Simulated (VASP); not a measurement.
# Fe (P6_3/mmc) in VASP: further runs, part 2 of 2

VASP 6.6.1. The steps go on from the part before.

## (4) Single point, r2SCAN, collinear spin, ferromagnetic start

This run uses another cell than the first one, of 10.25 Å³/atom.

File POSCAR:

```
Fe
1.0
    2.4661896479      0.0000000000      0.0000000000
   -1.2330948240      2.1357828857      0.0000000000
    0.0000000000      0.0000000000      3.8924920371
Fe
2
Direct
    0.6666666667      0.3333333333      0.7500000000
    0.3333333333      0.6666666667      0.2500000000
```

File INCAR.step1:

```
SYSTEM = Fe
PREC = Accurate ; ENCUT = 520
ISMEAR = -1 ; SIGMA = 0.05
LREAL = .False. ; LASPH = .True.
NELM = 150 ; ISPIN = 2
MAGMOM = 3 3 ; LMAXMIX = 4
NBANDS = 19 ; GGA = PE
ALGO = Normal ; EDIFF = 1E-4
LWAVE = .True. ; LCHARG = .False.
```

File INCAR.step2:

```
SYSTEM = Fe
PREC = Accurate ; ENCUT = 520
EDIFF = 1E-7 ; ISMEAR = -1
SIGMA = 0.05 ; LREAL = .False.
LASPH = .True. ; NELM = 150
ALGO = Normal ; ISIF = 2
LWAVE = .False. ; LCHARG = .True.
ISPIN = 2 ; MAGMOM = 3 3
LORBIT = 11 ; LMAXMIX = 4
METAGGA = R2SCAN ; LMIXTAU = .True.
LELF = .True. ; LVHAR = .True.
NBANDS = 19 ; ISTART = 1
```

File KPOINTS:

```
regular mesh
0
Gamma
  12 12 7
  0 0 0
```

Potentials or basis: VASP PAW PBE potentials, release 64 (Fe).

Started as:

```bash
cat potpaw_PBE.64/Fe/POTCAR > POTCAR
cp INCAR.step1 INCAR
mpirun -np 1 vasp_std > vasp.out
cp INCAR.step2 INCAR
mpirun -np 1 vasp_std > vasp.out
```

OUTCAR:

```text
SYSTEM = Fe
   PREC = Accurate
   ENCUT = 520
   EDIFF = 1E-7
   ISMEAR = -1
   LREAL = .False.
   LASPH = .True.
   NELM = 150
   ISIF = 2
   ISPIN = 2
   LORBIT = 11
   METAGGA = R2SCAN
   ISTART = 1

 ion  position               nearest neighbor table
   1  0.667  0.333  0.750-   2 2.41   2 2.41   2 2.41   2 2.41   2 2.41   2 2.41
   2  0.333  0.667  0.250-   1 2.41   1 2.41   1 2.41   1 2.41   1 2.41   1 2.41

  LATTYP: Found a hexagonal cell.
 ALAT       =     2.4661896479
 C/A-ratio  =     1.5783425417

  Lattice vectors:

 A1 = (   2.4661896479,   0.0000000000,   0.0000000000)
[... 1275 lines left out ...]

 VOLUME and BASIS-vectors are now :
 -----------------------------------------------------------------------------
  energy-cutoff  :      520.00
  volume of cell :       20.50
      direct lattice vectors                 reciprocal lattice vectors
     2.466189648  0.000000000  0.000000000     0.405483820  0.234106193  0.000000000
    -1.233094824  2.135782886  0.000000000     0.000000000  0.468212386  0.000000000
     0.000000000  0.000000000  3.892492037     0.000000000  0.000000000  0.256904829

 POSITION                                       TOTAL-FORCE (eV/Angst)
 -----------------------------------------------------------------------------------
      1.23309      0.71193      2.91937         0.000000      0.000000      0.000000
     -0.00000      1.42386      0.97312        -0.000000     -0.000000      0.000000
 -----------------------------------------------------------------------------------
    total drift:                                0.000000     -0.000000     -0.000000

  FREE ENERGIE OF THE ION-ELECTRON SYSTEM (eV)
  ---------------------------------------------------
  free  energy   TOTEN  =       -27.3694515419 eV

  energy  without entropy=      -27.3490363759  energy(sigma->0) =      -27.35924396

 total charge

# of ion       s       p       d       tot
------------------------------------------
    1        0.540   0.648   6.322   7.510
    2        0.540   0.648   6.322   7.510
--------------------------------------------------
tot          1.080   1.295  12.644  15.020

 magnetization (x)

# of ion       s       p       d       tot
------------------------------------------
    1       -0.000  -0.000   0.000   0.000
    2       -0.000  -0.000   0.000   0.000
--------------------------------------------------
tot         -0.000  -0.000   0.000   0.000
```

OSZICAR.step1:

```text
N       E                     dE             d eps       ncg     rms          rms(c)
DAV:   1     0.774750622727E+02    0.77475E+02   -0.74694E+03  6056   0.116E+03
DAV:   2    -0.139182467020E+02   -0.91393E+02   -0.81305E+02  5824   0.205E+02
DAV:   3    -0.175046932011E+02   -0.35864E+01   -0.34113E+01  6413   0.514E+01
DAV:   4    -0.175329726913E+02   -0.28279E-01   -0.28262E-01  6400   0.432E+00
DAV:   5    -0.175332560069E+02   -0.28332E-03   -0.28331E-03  6483   0.403E-01    0.198E+01
DAV:   6    -0.162035512348E+02    0.13297E+01   -0.62499E+00  6260   0.527E+01    0.304E+00
DAV:   7    -0.162475212561E+02   -0.43970E-01   -0.40161E-01  6954   0.110E+01    0.399E+00
DAV:   8    -0.162676674886E+02   -0.20146E-01   -0.68255E-03  6969   0.131E+00    0.245E+00
DAV:   9    -0.163057437451E+02   -0.38076E-01   -0.14202E-02  7815   0.212E+00    0.152E+00
DAV:  10    -0.163180647967E+02   -0.12321E-01   -0.21242E-02  8485   0.270E+00    0.427E-01
DAV:  11    -0.163195865439E+02   -0.15217E-02   -0.19588E-03  8623   0.810E-01    0.104E-01
DAV:  12    -0.163195907285E+02   -0.41846E-05   -0.61205E-05  3745   0.688E-02
   1 F= -.16319591E+02 E0= -.16309294E+02  d E =-.205937E-01  mag=     0.0018
```

Run time: 3.1 min. Hardware: 1 thread of Intel Xeon Platinum 8488C (Sapphire Rapids), shared host; peak memory 0.17 GiB.

Results:

```yaml
Free_energy: -27.3695 eV
Pressure: -10.9 GPa
Band_gap_on_the_k_mesh: zero (filled and empty bands overlap)
Net_moment: 0.00 μB per cell
Valence_electrons_inside_the_program's_atomic_spheres: Fe 7.51
```

Caveat: the cell stands under tension; the PAW data sets were made with another functional, which shifts forces and pressure a little.

## (5) Single point, r2SCAN, collinear spin, ferromagnetic start

This run uses another cell than the first one, of 10.45 Å³/atom.

File POSCAR:

```
Fe
1.0
    2.4818982858      0.0000000000      0.0000000000
   -1.2409491429      2.1493869651      0.0000000000
    0.0000000000      0.0000000000      3.9172856485
Fe
2
Direct
    0.6666666667      0.3333333333      0.7500000000
    0.3333333333      0.6666666667      0.2500000000
```

File INCAR.step1:

```
  PREC = Accurate
  ENCUT = 520
  ISMEAR = -1
  SIGMA = 0.05
  LREAL = F
  LASPH = T
  NELM = 150
  ISPIN = 2
  MAGMOM = 3 3
  LMAXMIX = 4
  NBANDS = 19
  GGA = PE
  ALGO = Normal
  EDIFF = 1E-4
  LWAVE = T
  LCHARG = F
```

File INCAR.step2:

```
  PREC = Accurate
  ENCUT = 520
  EDIFF = 1E-6
  ISMEAR = -1
  SIGMA = 0.05
  LREAL = F
  LASPH = T
  NELM = 150
  ALGO = Normal
  ISIF = 2
  LWAVE = F
  LCHARG = F
  ISPIN = 2
  MAGMOM = 3 3
  LORBIT = 11
  LMAXMIX = 4
  METAGGA = R2SCAN
  LMIXTAU = T
  NBANDS = 19
  ISTART = 1
```

File KPOINTS:

```
Automatic mesh
0
Gamma
  12 12 7
```

Started as:

```bash
cat potpaw_PBE.64/Fe/POTCAR > POTCAR
cp INCAR.step1 INCAR
mpirun -np 1 vasp_std > vasp.out
cp INCAR.step2 INCAR
mpirun -np 1 vasp_std > vasp.out
```

Run time: 1.9 min. Hardware: 1 thread of Intel Xeon Platinum 8488C (Sapphire Rapids), shared host; peak memory 0.17 GiB.

Results (log left out):

* Free energy: -27.3366 eV
* Pressure: -15.7 GPa
* Band gap on the k mesh: zero (filled and empty bands overlap)
* Net moment: 0.00 μB per cell
* Valence electrons inside the program's atomic spheres: Fe 7.46

Stress tensor (GPa, compression positive):
```
-15.84   0.00   0.00
  0.00 -15.84   0.00
  0.00   0.00 -15.44
```

Levels at points of the mesh, in eV from the Fermi level:
Spin up:
| k point | band 6 | band 7 | band 8 | band 9 | band 10 | band 11 |
| --- | --- | --- | --- | --- | --- | --- |
| (0.00, 0.00, 0.00) | -1.19 | -1.19 | -0.87 | -0.87 | 0.43 | 0.68 |
| (0.50, 0.00, 0.00) | -1.55 | -1.06 | 0.78 | 1.01 | 1.04 | 2.63 |
Spin down:
| k point | band 6 | band 7 | band 8 | band 9 | band 10 | band 11 |
| --- | --- | --- | --- | --- | --- | --- |
| (0.00, 0.00, 0.00) | -1.19 | -1.19 | -0.87 | -0.87 | 0.43 | 0.69 |
| (0.50, 0.00, 0.00) | -1.55 | -1.06 | 0.79 | 1.01 | 1.04 | 2.63 |

Caveat: the cell stands under tension; the PAW data sets were made with another functional, which shifts forces and pressure a little.
